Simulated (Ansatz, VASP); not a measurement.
# MoS2: VASP beside Ansatz

Contents of INCAR:

```
PREC = Accurate
ENCUT = 520
EDIFF = 1E-7
ISMEAR = 0
SIGMA = 0.02
LREAL = F
LASPH = T
NELM = 80
ALGO = Normal
ISIF = 2
LWAVE = F
LCHARG = F
GGA = PE
NBANDS = 49
```

File KPOINTS:

```
regular mesh
0
Gamma
  12 12 2
```

File POSCAR:

```
MoS2
1.0
    3.1851766528      0.0000000000      0.0000000000
   -1.5925883264      2.7584438968      0.0000000000
    0.0000000000      0.0000000000     22.3150048317
Mo S
3 6
Direct
    0.0000000000      0.0000000000      0.0002222305
    0.6666666667      0.3333333333      0.3335555638
    0.3333333333      0.6666666667      0.6668888972
    0.3333333333      0.6666666667      0.2635336134
    0.6666666667      0.3333333333      0.0702431561
    0.0000000000      0.0000000000      0.5968669467
    0.3333333333      0.6666666667      0.4035764895
    0.6666666667      0.3333333333      0.9302002800
    0.0000000000      0.0000000000      0.7369098228
```

Input for Ansatz:

```yaml
crystal:
  lattice:
    - [3.1851766528, 0.0, 0.0]
    - [-1.5925883264, 2.7584438968, 0.0]
    - [0.0, 0.0, 22.3150048317]
  atoms:
    - { symbol: Mo, position: [0.0, 0.0, 0.0002222305] }
    - { symbol: Mo, position: [0.6666666667, 0.3333333333, 0.3335555638] }
    - { symbol: Mo, position: [0.3333333333, 0.6666666667, 0.6668888972] }
    - { symbol: S, position: [0.3333333333, 0.6666666667, 0.2635336134] }
    - { symbol: S, position: [0.6666666667, 0.3333333333, 0.0702431561] }
    - { symbol: S, position: [0.0, 0.0, 0.5968669467] }
    - { symbol: S, position: [0.3333333333, 0.6666666667, 0.4035764895] }
    - { symbol: S, position: [0.6666666667, 0.3333333333, 0.93020028] }
    - { symbol: S, position: [0.0, 0.0, 0.7369098228] }
basis:
  ecutwfc: 420
kpoints:
  mp_grid: { grid: [12, 12, 2] }
  band_path: { path: [VBM, CBM], npoints: 2 }
hamiltonian:
  xc: pbe
scf:
  occupations: { method: gaussian, width: 0.02 }
output:
  forces: true
  stress: true
  eigenvalues: true
checkpoint:
  read: start.run
  write: ck
  compress: false
  write_wavefunctions: false
  write_every: 100000
```

Alike in both runs: task single point; functional PBE; k mesh 12 × 12 × 2; occupations gaussian, width 0.02 eV; no spin polarisation.

|  | VASP | Ansatz |
| --- | --- | --- |
| version | VASP 6.6.1 | Ansatz 0.2.0 |
| potentials or method | VASP PAW PBE potentials, release 64 (Mo_sv, S), cutoff 520 eV | scalar-relativistic, plane waves, PAW |
| valence electrons in the cell | 78 | 78 |

|  | VASP | Ansatz | Ansatz less VASP |
| --- | --- | --- | --- |
| gap on the k mesh at the Fermi level (eV) | 1.46 | 1.45 | -0.013 |
| least direct gap on the mesh (eV) | 1.68 | 1.67 | -0.004 |
| pressure (GPa) | -0.1 | 0.0 | +0.11 |
| rms of the force components (eV/Å) | 0.005 | 0.000 | -0.0048 |

Atom by atom the forces differ by 0.005 eV/Å (rms over components). With one functional, cell and mesh, what is left measures potentials, basis and numerics.
